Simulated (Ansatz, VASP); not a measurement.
**One calculation of Pd, two programs**

```xyz
1
Lattice="0.0000 1.9465 1.9465 1.9465 0.0000 1.9465 1.9465 1.9465 0.0000" Properties=species:S:1:pos:R:3 pbc="T T T"
Pd    0.0000    0.0000    0.0000
```

Alike in both runs: functional SVWN5; k mesh 12 × 12 × 12; occupations fermi-dirac, width 0.05 eV; no spin polarisation.

|  | VASP | Ansatz |
| --- | --- | --- |
| version | VASP 6.6.1 | Ansatz 0.2.0 |
| potentials or method | VASP PAW PBE potentials, release 64 (Pd) | Ansatz PAW |
| plane-wave cutoff (eV) | 520 | 420 |
| valence electrons in the cell | 10 | 18 |
| task | single point | band structure |

Ansatz gave:

```
gap on the k mesh at the Fermi level (eV) : none
pressure (GPa)                            : -8.8
```

Problem. Which values does VASP return?

Solution. gap on the k mesh at the Fermi level (eV): none; pressure (GPa): -9.2.

VASP's potentials were made for PBE, not for SVWN5. A gap of «none» marks a metal or a gap that the smearing closes. VASP's potentials hold 10 valence electrons a cell and Ansatz's 18, so a difference there can come from the potentials and not from the codes.
